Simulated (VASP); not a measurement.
Set up this calculation in VASP 6.6.1, as the native input.

```
Task                   : single point
Functional             : LDA
Potentials or basis    : VASP PAW LDA potentials, release 64 (Ga_d, N)
Cutoff                 : 600 eV
k mesh                 : 8 × 6 × 8
Occupations            : gaussian, width 0.02 eV
Spin                   : no spin polarisation
Dipole correction      : no
Further INCAR settings : ALGO = Normal; EDIFF = 1e-06; NBANDS = 26
```

The structure of GaN (l.eB) lies in POSCAR:

```
GaN
1.0
    3.1503047675      0.0000000000      0.0000000000
    0.0000000000      4.4552037691      0.0000000000
    0.0000000000      0.0000000000      3.1503047675
Ga N
2 2
Direct
    0.0000000000      0.0000000000      0.0000000000
    0.5000000000      0.5000000000      0.5000000000
    0.5000000000      0.2500000000      0.0000000000
    0.0000000000      0.7500000000      0.5000000000
```

These files were run (other wordings do the same):

INCAR

```
ALGO = Normal
EDIFF = 1E-6
ENCUT = 600
GGA_COMPAT = False
ISIF = 2
ISMEAR = 0
LASPH = True
LCHARG = False
LREAL = False
LWAVE = False
NBANDS = 26
NELM = 120
PREC = Accurate
SIGMA = 0.02
```

KPOINTS

```
k-points
0
Gamma
  8 6 8
```

Potentials or basis: VASP PAW LDA potentials, release 64 (Ga_d, N).

The run is started by

```console
$ cat potpaw_LDA.64/Ga_d/POTCAR potpaw_LDA.64/N/POTCAR > POTCAR
$ mpirun -np 1 vasp_std > vasp.out
```

Results of the run:

* Pressure: 1.1 GPa
* Band gap on the k mesh: 1.97 eV

It took 97 s on 1 thread of AMD EPYC 7R13 (shared host), peak memory 0.17 GiB.
